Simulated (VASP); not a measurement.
Set up this calculation in VASP 6.6.1, as the native input.

* Task: single point
* Functional: r2SCAN
* Potentials or basis: VASP PAW PBE potentials, release 64 (C, O)
* Cutoff: 520 eV
* k mesh: 6 × 6 × 6
* Occupations: gaussian, width 0.02 eV
* Spin: no spin polarisation
* Dipole correction: no
* Further INCAR settings: ALGO = Normal; EDIFF = 1e-06; NBANDS = 25

The system is CO2.

```
C O
1.0
     4.26824    0.00000    0.00000
     0.00000    4.26824    0.00000
     0.00000    0.00000    4.56427
C O
2 4
Direct
  0.50000 0.50000 0.50000
  0.00000 0.00000 0.00000
  0.30784 0.69216 0.50000
  0.69216 0.30784 0.50000
  0.19216 0.19216 0.00000
  0.80784 0.80784 0.00000
```

This cell differs from its parent crystal: volume scaled by 0.94, then relaxed in part.

These files were run (other wordings do the same):

POSCAR

```
CO2
1.0
    4.2682410061      0.0000000000      0.0000000000
    0.0000000000      4.2682410061      0.0000000000
    0.0000000000      0.0000000000      4.5642654710
C O
2 4
Direct
    0.5000000000      0.5000000000      0.5000000000
    0.0000000000      0.0000000000      0.0000000000
    0.3078446258      0.6921553742      0.5000000000
    0.6921553742      0.3078446258      0.5000000000
    0.1921553742      0.1921553742      0.0000000000
    0.8078446258      0.8078446258      0.0000000000
```

INCAR.step1

```
  PREC = Accurate
  ENCUT = 520
  ISMEAR = 0
  SIGMA = 0.02
  LREAL = False
  LASPH = True
  NELM = 60
  NBANDS = 25
  GGA = PE
  ALGO = Normal
  EDIFF = 1E-4
  LWAVE = True
  LCHARG = False
```

INCAR.step2

```
  PREC = Accurate
  ENCUT = 520
  EDIFF = 1E-6
  ISMEAR = 0
  SIGMA = 0.02
  LREAL = False
  LASPH = True
  NELM = 60
  ALGO = Normal
  ISIF = 2
  LWAVE = False
  LCHARG = False
  METAGGA = R2SCAN
  LMIXTAU = True
  NBANDS = 25
  ISTART = 1
```

KPOINTS

```
Automatic mesh
0
Gamma
  6 6 6
```

Potentials or basis: VASP PAW PBE potentials, release 64 (C, O).

Run with:

```console
$ cat potpaw_PBE.64/C/POTCAR potpaw_PBE.64/O/POTCAR > POTCAR
$ cp INCAR.step1 INCAR
$ mpirun -np 1 vasp_std > vasp.out
$ cp INCAR.step2 INCAR
$ mpirun -np 1 vasp_std > vasp.out
```

It gave:

The pressure is 2.5 GPa. The largest force is 0.795 eV/Å. The band gap on the k mesh is 7.29 eV, indirect (least direct gap 7.73 eV).

Caveat: the PAW data sets were made with another functional, which shifts forces and pressure a little.

Wall time 4.5 min on 1 thread of Oxide Virtual Turin-like Processor, with other jobs on the host, peak memory 0.19 GiB.
